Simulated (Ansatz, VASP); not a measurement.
## MgI2: VASP beside Ansatz

Contents of INCAR:

```
SYSTEM = MgI2
ALGO     = Normal         ! electronic algorithm
EDIFF    = 1E-6           ! SCF threshold, eV
ENCUT    = 520            ! plane-wave cutoff, eV
GGA      = PE             ! functional
ISIF     = 2              ! what is computed and relaxed
ISMEAR   = 0              ! smearing method
LASPH    = .TRUE.         ! aspherical terms in the spheres
LCHARG   = .TRUE.         ! write CHGCAR
LELF     = .TRUE.         ! ELF
LREAL    = .FALSE.        ! projectors in reciprocal space
LVHAR    = .TRUE.       
LWAVE    = .FALSE.        ! write WAVECAR
NBANDS   = 34             ! bands
NELM     = 80             ! most SCF steps
PREC     = Accurate       ! precision mode
SIGMA    = 0.1            ! smearing width, eV
```

Contents of KPOINTS:

```
k-points
0
G
  2 2 4
  0 0 0
```

Contents of POSCAR:

```
MgI2
1.0
    7.7999927500      0.0000000000      0.0000000000
    0.0000000000      7.7999927500      0.0000000000
    0.0000000000      0.0000000000      5.5154277700
Mg I
3 6
Direct
    0.5000000000      0.5000000000      0.5000000000
    0.0000000000      0.5000000000      0.0000000000
    0.5000000000      0.0000000000      0.0000000000
    0.2500000000      0.2500000000      0.0000000000
    0.2500000000      0.7500000000      0.0000000000
    0.0000000000      0.5000000000      0.5000000000
    0.7500000000      0.7500000000      0.0000000000
    0.7500000000      0.2500000000      0.0000000000
    0.5000000000      0.0000000000      0.5000000000
```

Input for Ansatz:

```yaml
crystal:
  lattice:
    - [7.79999275, 0.0, 0.0]
    - [0.0, 7.79999275, 0.0]
    - [0.0, 0.0, 5.51542777]
  atoms:
    - { symbol: Mg, position: [0.5, 0.5, 0.5] }
    - { symbol: Mg, position: [0.0, 0.5, 0.0] }
    - { symbol: Mg, position: [0.5, 0.0, 0.0] }
    - { symbol: I, position: [0.25, 0.25, 0.0] }
    - { symbol: I, position: [0.25, 0.75, 0.0] }
    - { symbol: I, position: [0.0, 0.5, 0.5] }
    - { symbol: I, position: [0.75, 0.75, 0.0] }
    - { symbol: I, position: [0.75, 0.25, 0.0] }
    - { symbol: I, position: [0.5, 0.0, 0.5] }
basis:
  ecutwfc: 420
kpoints:
  mp_grid: { grid: [2, 2, 4] }
hamiltonian:
  xc: pbe
scf:
  occupations: { method: gaussian, width: 0.1 }
  lower_state_search: "off"
output:
  forces: true
  stress: true
  eigenvalues: true
```

Alike in both runs: task single point; functional PBE; k mesh 2 × 2 × 4; occupations gaussian, width 0.1 eV; no spin polarisation.

|  | VASP | Ansatz |
| --- | --- | --- |
| version | VASP 6.6.1 | Ansatz 0.2.0 |
| potentials or method | VASP PAW PBE potentials, release 64 (Mg, I), cutoff 520 eV | scalar-relativistic, plane waves, PAW |
| valence electrons in the cell | 48 | 132 |

|  | VASP | Ansatz | Ansatz less VASP |
| --- | --- | --- | --- |
| gap on the k mesh at the Fermi level (eV) | none | none | - |
| pressure (GPa) | 3.1 | 3.1 | +0.04 |
| traceless stress, the component that is largest in VASP (GPa) | -0.12 | -0.14 | -0.015 |
| rms of the force components (eV/Å) | 0.145 | 0.147 | +0.0019 |

Atom by atom the forces differ by 0.002 eV/Å (rms over components). A gap of «none» marks a metal or a gap that the smearing closes. VASP's potentials hold 48 valence electrons a cell and Ansatz's 132, so a difference there can come from the potentials and not from the codes.

The k mesh is coarse, so the values compare programs but aren't converged. Spin-orbit coupling is off throughout.
